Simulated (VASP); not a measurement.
# CdSe (scanat) (P6_3mc) in VASP: single point with r2SCAN

Aim: the single point of CdSe (scanat) with r2SCAN.

All numbers are computed with VASP 6.6.1; they aren't measurements. Logs are shortened: lines on timing, memory, paths and dates and some standing lists are left out, and cuts for length are marked.

## Step 1: The cell of the first run

The structure is hexagonal, space group P6_3mc (No. 186). The conventional cell has a = 4.302 Å, b = 4.302 Å, c = 7.022 Å, α = 90.00°, β = 90.00°, γ = 120.00°. Cd (site symmetry 3m) has 4 Se at 2.63 to 2.64 Å within 3.5 Å. Se (site symmetry 3m) has 4 Cd at 2.63 to 2.64 Å within 3.5 Å.

## Step 2: Single point, r2SCAN

Input file POSCAR:

```
CdSe
1.0
    4.3020373087      0.0000000000      0.0000000000
   -2.1510186543      3.7256735973      0.0000000000
    0.0000000000      0.0000000000      7.0215914313
Cd Se
2 2
Direct
    0.6666666667      0.3333333333      0.5001049934
    0.3333333333      0.6666666667      1.0001049934
    0.6666666667      0.3333333333      0.8757550066
    0.3333333333      0.6666666667      0.3757550066
```

Input file INCAR.step1:

```
SYSTEM = CdSe
PREC = Accurate
ENCUT = 520
ISMEAR = 0
SIGMA = 0.02
LREAL = .FALSE.
LASPH = .TRUE.
NELM = 100
NBANDS = 26
GGA = PE
ALGO = Normal
EDIFF = 1E-4
LWAVE = .TRUE.
LCHARG = .FALSE.
```

Input file INCAR.step2:

```
SYSTEM = CdSe
PREC = Accurate
ENCUT = 520
EDIFF = 1E-7
ISMEAR = 0
SIGMA = 0.02
LREAL = .FALSE.
LASPH = .TRUE.
NELM = 100
ALGO = Normal
ISIF = 2
LWAVE = .FALSE.
LCHARG = .FALSE.
METAGGA = R2SCAN
LMIXTAU = .TRUE.
NBANDS = 26
ISTART = 1
```

Input file KPOINTS:

```
Automatic mesh
0
G
  9 9 6
  0 0 0
```

Potentials or basis: VASP PAW PBE potentials, release 64 (Cd, Se).

The run is started by

```sh
> cat potpaw_PBE.64/Cd/POTCAR potpaw_PBE.64/Se/POTCAR > POTCAR
> cp INCAR.step1 INCAR
> mpirun -np 1 vasp_std > vasp.out
> cp INCAR.step2 INCAR
> mpirun -np 1 vasp_std > vasp.out
```

OUTCAR:

```text
SYSTEM = CdSe
   PREC = Accurate
   ENCUT = 520
   EDIFF = 1E-7
   ISMEAR = 0
   LREAL = .FALSE.
   LASPH = .TRUE.
   NELM = 100
   ISIF = 2
   METAGGA = R2SCAN
   ISTART = 1

 ion  position               nearest neighbor table
   1  0.667  0.333  0.500-   4 2.63   4 2.63   4 2.63   3 2.64
   2  0.333  0.667  0.000-   3 2.63   3 2.63   3 2.63   4 2.64
   3  0.667  0.333  0.876-   2 2.63   2 2.63   2 2.63   1 2.64
   4  0.333  0.667  0.376-   1 2.63   1 2.63   1 2.63   2 2.64

  LATTYP: Found a hexagonal cell.
 ALAT       =     4.3020373087
 C/A-ratio  =     1.6321549367

  Lattice vectors:

 A1 = (   4.3020373087,   0.0000000000,   0.0000000000)
 A2 = (  -2.1510186543,   3.7256735973,   0.0000000000)
 A3 = (   0.0000000000,   0.0000000000,   7.0215914313)

Analysis of symmetry for initial positions (statically):
=====================================================================
 Subroutine PRICEL returns:
 Original cell was already a primitive cell.

 Routine SETGRP: Setting up the symmetry group for a
 hexagonal supercell.

 Subroutine GETGRP returns: Found 12 space group operations
 (whereof  6 operations were pure point group operations)
 out of a pool of 24 trial point group operations.

The static configuration has the point symmetry C_3v.
 The point group associated with its full space group is C_6v.

Analysis of symmetry for dynamics (positions and initial velocities):
=====================================================================
 Subroutine PRICEL returns:
 Original cell was already a primitive cell.

 Routine SETGRP: Setting up the symmetry group for a
 hexagonal supercell.

 Subroutine GETGRP returns: Found 12 space group operations
 (whereof  6 operations were pure point group operations)
 out of a pool of 24 trial point group operations.

The dynamic configuration has the point symmetry C_3v.
 The point group associated with its full space group is C_6v.

 Subroutine INISYM returns: Found 12 space group operations
 (whereof  6 operations are pure point group operations),
 and found     1 'primitive' translations

----------------------------------------------------------------------------------------

                                     Primitive cell

  volume of cell :     112.5420

  direct lattice vectors                    reciprocal lattice vectors
     4.302037309  0.000000000  0.000000000     0.232448007  0.134203920  0.000000000
    -2.151018654  3.725673597  0.000000000     0.000000000  0.268407839  0.000000000
     0.000000000  0.000000000  7.021591431     0.000000000  0.000000000  0.142417856

  length of vectors
     4.302037309  4.302037309  7.021591431     0.268407839  0.268407839  0.142417856

  position of ions in fractional coordinates (direct lattice)
     0.666666667  0.333333333  0.500104993
     0.333333333  0.666666667  0.000104993
     0.666666667  0.333333333  0.875755007
     0.333333333  0.666666667  0.375755007

  ion indices of the primitive-cell ions
   primitive index   ion index
                 1           1
                 2           2
                 3           3
                 4           4

----------------------------------------------------------------------------------------

 KPOINTS: Automatic mesh

Automatic generation of k-mesh.
 Grid dimensions read from file:
 generate k-points for:    9    9    6

 Generating k-lattice:

  Cartesian coordinates                     Fractional coordinates (reciprocal lattice)
     0.025827556  0.014911547  0.000000000     0.111111111  0.000000000  0.000000000
     0.000000000  0.029823093  0.000000000     0.000000000  0.111111111  0.000000000
     0.000000000  0.000000000  0.023736309     0.000000000  0.000000000  0.166666667

  Length of vectors
     0.029823093  0.029823093  0.023736309

  Shift w.r.t. Gamma in fractional coordinates (k-lattice)
     0.000000000  0.000000000  0.000000000

 Subroutine IBZKPT returns following result:
 ===========================================

 Found     48 irreducible k-points:

 Following reciprocal coordinates:
            Coordinates               Weight
  0.000000  0.000000  0.000000      1.000000
  0.111111 -0.000000  0.000000      6.000000
  0.222222 -0.000000  0.000000      6.000000
  0.333333 -0.000000  0.000000      6.000000
  0.444444 -0.000000  0.000000      6.000000
  0.111111  0.111111  0.000000      6.000000
[... 16 lines left out ...]
  0.333333  0.222222  0.166667     24.000000
  0.333333  0.333333  0.166667      4.000000
 [... further k-points ...]
   k-points           NKPTS =     48   k-points in BZ     NKDIM =     48   number of bands    NBANDS=     26
   number of dos      NEDOS =    301   number of ions     NIONS =      4
   total plane-waves  NPLWV =  55296
   dimension x,y,z NGX =    32 NGY =   32 NGZ =   54
   dimension x,y,z NGXF=    64 NGYF=   64 NGZF=  108
   ions per type =               2   2
   NGX,Y,Z   is equivalent  to a cutoff of  12.37, 12.37, 12.79 a.u.
   NGXF,Y,Z  is equivalent  to a cutoff of  24.73, 24.73, 25.57 a.u.
 SYSTEM =  CdSe
   PREC   = accura    normal or accurate (medium, high low for compatibility)
   ISTART =      1    job   : 0-new  1-cont  2-samecut
   ICHARG =      0    charge: 1-file 2-atom 10-const
   ISPIN  =      1    spin polarized calculation?
   LNONCOLLINEAR =      F non collinear calculations
   LSORBIT =      F    spin-orbit coupling
   LASPH  =      T    aspherical Exc in radial PAW
   ENCUT  =  520.0 eV  38.22 Ry    6.18 a.u.   8.00  8.00 13.06*2*pi/ulx,y,z
   NELM   =    100;   NELMIN=  2; NELMDL=  0     # of ELM steps
   EDIFF  = 0.1E-06   stopping-criterion for ELM
   LREAL  =      F    real-space projection
   EDIFFG = 0.1E-05   stopping-criterion for IOM
   NSW    =      0    number of steps for IOM
   IBRION =     -1    ionic relax: 0-MD 1-quasi-New 2-CG
   NFREE  =      0    steps in history (QN), initial steepest desc. (CG)
   ISIF   =      2    stress and relaxation
   ISYM   =      2    0-nonsym 1-usesym 2-fastsym
   POTIM  = 0.5000    time-step for ionic-motion
   TEBEG  =    0.0;   TEEND  =   0.0 temperature during run
   PSTRESS=    0.0 pullay stress
   NELECT =      36.0000    total number of electrons
   NUPDOWN=      -1.0000    fix difference up-down
   EMIN   =  10.00;   EMAX   =-10.00  energy-range for DOS
   EFERMI =   0.00;   METHOD = LEGACY
   ISMEAR =     0;   SIGMA  =   0.02  broadening in eV -4-tet -1-fermi 0-gaus
   EFERMI_NEDOS =   21; number of points for ismear=-14 and -15
   IALGO  =     38    algorithm
   IMIX   =      4    mixing-type and parameters
     AMIX     =   0.40;   BMIX     =  1.00
     AMIX_MAG =   1.60;   BMIX_MAG =  1.00
  volume/ion in A,a.u.               =      28.14       189.87
  Fermi-wavevector in a.u.,A,eV,Ry     =   1.119620  2.115776 17.055582  1.253550
  Thomas-Fermi vector in A             =   2.256261
   LORBIT       =      0    0 simple, 1 ext, 2 COOP (PROOUT), +10 PAW based schemes
   METAGGA = R2SCAN    functional components
   LHFCALC =     F    Hartree Fock is set to
   AEXX    =    0.0000 exact exchange contribution
   IVDW    =     0    specifies the selected vdW correction
   LEPSILON=     F    determine dielectric tensor
   LRPA    =     F    only Hartree local field effects (RPA)
 non-spin polarized calculation
 Gauss-broadening in eV      SIGMA  =   0.02
  energy-cutoff  :      520.00
  volume of cell :      112.54
 maximum number of plane-waves:      3050
 NGX is ok and might be reduce to    32
   NGX = 15   NGY = 15   NGZ = 27

 number of electron      35.9999998 magnetization

 Free energy of the ion-electron system (eV)
  ---------------------------------------------------
  ext. energy  EPLUGINS =         0.00000000
  ---------------------------------------------------
  free energy    TOTEN  =       -71.81566603 eV

  energy without entropy =      -71.81566603  energy(sigma->0) =      -71.81566603

 E-fermi :   0.7658     XC(G=0):  -9.4198

 val. band max:        0.6454795803   @ k =   0.0000   0.0000   0.0000
 cond. band min:       1.7995381611   @ k =   0.0000   0.0000   0.0000
 fundamental gap:      1.1540585808
 Fermi energy:         0.7658397758

 k-point     1 :       0.0000    0.0000    0.0000
  band No.  band energies     occupation
      1     -12.3808      2.00000
      2     -11.9962      2.00000
      3      -7.5125      2.00000
      4      -7.5054      2.00000
      5      -7.5054      2.00000
      6      -7.4316      2.00000
[... 18 lines left out ...]
     25       8.2278      0.00000
     26       8.7965      0.00000

 k-point     2 :       0.1111   -0.0000    0.0000
  band No.  band energies     occupation
      1     -12.3418      2.00000
      2     -11.9783      2.00000
      3      -7.5004      2.00000
      4      -7.4909      2.00000
      5      -7.4738      2.00000
      6      -7.4135      2.00000
[... 18 lines left out ...]
     25       8.5303      0.00000
     26       8.5446      0.00000

 k-point     3 :       0.2222   -0.0000    0.0000
  band No.  band energies     occupation
      1     -12.2392      2.00000
      2     -11.9355      2.00000
      3      -7.4684      2.00000
      4      -7.4573      2.00000
      5      -7.3882      2.00000
      6      -7.3611      2.00000
[... 18 lines left out ...]
     25       8.4406      0.00000
     26       9.1702      0.00000

 k-point     4 :       0.3333   -0.0000    0.0000
  band No.  band energies     occupation
      1     -12.1128      2.00000
      2     -11.8950      2.00000
      3      -7.4385      2.00000
      4      -7.4265      2.00000
      5      -7.3143      2.00000
      6      -7.3046      2.00000
[... 18 lines left out ...]
     25       8.9581      0.00000
     26       9.5310      0.00000
[... 496 lines left out ...]
      1     -12.0391      2.00000
      2     -11.8930      2.00000
      3      -7.4248      2.00000
      4      -7.3966      2.00000
      5      -7.3118      2.00000
      6      -7.2949      2.00000
[... 18 lines left out ...]
     25       8.7517      0.00000
     26       9.7938      0.00000

 k-point    23 :       0.3333    0.2222    0.1667
  band No.  band energies     occupation
      1     -11.9609      2.00000
      2     -11.8877      2.00000
      3      -7.4228      2.00000
      4      -7.3661      2.00000
      5      -7.2973      2.00000
      6      -7.2696      2.00000
[... 18 lines left out ...]
     25       9.2956      0.00000
     26       9.9777      0.00000

 k-point    24 :       0.3333    0.3333    0.1667
  band No.  band energies     occupation
      1     -11.9101      2.00000
      2     -11.9101      2.00000
      3      -7.4266      2.00000
      4      -7.3214      2.00000
      5      -7.3214      2.00000
      6      -7.2633      2.00000
[... 18 lines left out ...]
     25       9.6734      0.00000
     26       9.6734      0.00000

 [... further k-points ...]

------------------------ aborting loop because EDIFF is reached ----------------------------------------

  FORCE on cell =-STRESS in cart. coord.  units (eV):
  Direction    XX          YY          ZZ          XY          YZ          ZX
  --------------------------------------------------------------------------------------
  -------------------------------------------------------------------------------------
  Total        1.1727860      1.1727860      1.1735307      0.0000000     -0.0000000      0.0000000
  in kB       16.6960919     16.6960919     16.7066939      0.0000000     -0.0000000      0.0000000
  external PRESSURE =      16.6996259 kB  Pullay stress =       0.0000000 kB

 VOLUME and BASIS-vectors are now :
 -----------------------------------------------------------------------------
  energy-cutoff  :      520.00
  volume of cell :      112.54
      direct lattice vectors                 reciprocal lattice vectors
     4.302037309  0.000000000  0.000000000     0.232448007  0.134203920  0.000000000
    -2.151018654  3.725673597  0.000000000     0.000000000  0.268407839  0.000000000
     0.000000000  0.000000000  7.021591431     0.000000000  0.000000000  0.142417856

 POSITION                                       TOTAL-FORCE (eV/Angst)
 -----------------------------------------------------------------------------------
      2.15102      1.24189      3.51153         0.000000      0.000000      0.000694
     -0.00000      2.48378      0.00074        -0.000000     -0.000000      0.000694
      2.15102      1.24189      6.14919         0.000000      0.000000     -0.000694
     -0.00000      2.48378      2.63840         0.000000     -0.000000     -0.000694
 -----------------------------------------------------------------------------------
    total drift:                               -0.000000      0.000000     -0.002644

  FREE ENERGIE OF THE ION-ELECTRON SYSTEM (eV)
  ---------------------------------------------------
  free  energy   TOTEN  =       -71.8156660292 eV

  energy  without entropy=      -71.8156660292  energy(sigma->0) =      -71.81566603
```

Run time: 11 min. Hardware: 1 thread of Intel Xeon Platinum 8259CL at 2.50GHz (Skylake/Cascade Lake), shared host; peak memory 0.31 GiB.

What came out:

* Free energy: -71.8157 eV
* Pressure: 1.7 GPa
* Band gap on the k mesh: 1.15 eV, direct

Caveat: the PAW data sets were made with another functional, which shifts forces and pressure a little. r2SCAN opens gaps a little over a GGA but as a rule still falls short of measured ones.
